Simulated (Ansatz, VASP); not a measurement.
## TiAl in VASP and in Ansatz

Contents of INCAR:

```
ALGO = Normal
EDIFF = 1E-7
EDIFFG = -0.005
ENCUT = 600
GGA = CA
IBRION = 2
ISIF = 3
ISMEAR = 0
LASPH = T
LCHARG = F
LREAL = F
LWAVE = F
NELM = 80
NSW = 100
PREC = Accurate
SIGMA = 0.1
```

Contents of KPOINTS:

```
k-points
0
Gamma
  18 18 10
```

File POSCAR:

```
TiAl
1.0
    2.8672622327      0.0000000000      0.0000000000
   -1.4336311163      2.4831219328      0.0000000000
    0.0000000000      0.0000000000      4.6780830000
Ti Al
1 1
Direct
    0.0000000000      0.0000000000      0.0000000000
    0.3333333300      0.6666666700      0.5000000000
```

Input for Ansatz:

```yaml
crystal:
  lattice:
    - [2.8672622327, 0.0, 0.0]
    - [-1.4336311163, 2.4831219328, 0.0]
    - [0.0, 0.0, 4.678083]
  atoms:
    - { symbol: Ti, position: [0.0, 0.0, 0.0] }
    - { symbol: Al, position: [0.33333333, 0.66666667, 0.5] }
basis:
  ecutwfc: 520.0
kpoints:
  mp_grid: { grid: [18, 18, 10] }
hamiltonian:
  xc: lda
  pseudopotentials: { kind: paw, azcp: { folder: soft_1 } }
scf:
  occupations: { method: gaussian, width: 0.1 }
output:
  forces: true
  stress: true
  eigenvalues: true
relax:
  adjacent_minimum: "off"
  f_tol: 0.005
  max_steps: 80
  cell: { stress_tol: 0.05 }
```

Alike in both runs: task relaxation of cell and atoms; functional LDA; k mesh 18 × 18 × 10; occupations gaussian, width 0.1 eV; no spin polarisation.

|  | VASP | Ansatz |
| --- | --- | --- |
| version | VASP 6.6.1 | Ansatz 0.2.0 |
| potentials or method | VASP PAW LDA potentials, release 64 (Ti_sv, Al), cutoff 600 eV | scalar-relativistic, plane waves, PAW |
| valence electrons in the cell | 15 | 15 |

VASP gave:

```
gap on the k mesh at the Fermi level, each at its own relaxed structure (eV) : none
relaxed volume (Å³/atom)                                                     : 15.73
relaxed cell length with the largest relative difference (Å)                 : 4.594
```

Problem. Which values does Ansatz return?

Solution. gap on the k mesh at the Fermi level, each at its own relaxed structure (eV): none; relaxed volume (Å³/atom): 15.72; relaxed cell length with the largest relative difference (Å): 4.590.

Ansatz warns that its potentials were made for another functional, while VASP's fit it. LDA's correlation is that of Perdew and Zunger in VASP and of Perdew and Wang (1992) in Ansatz. A gap of «none» marks a metal or a gap that the smearing closes.
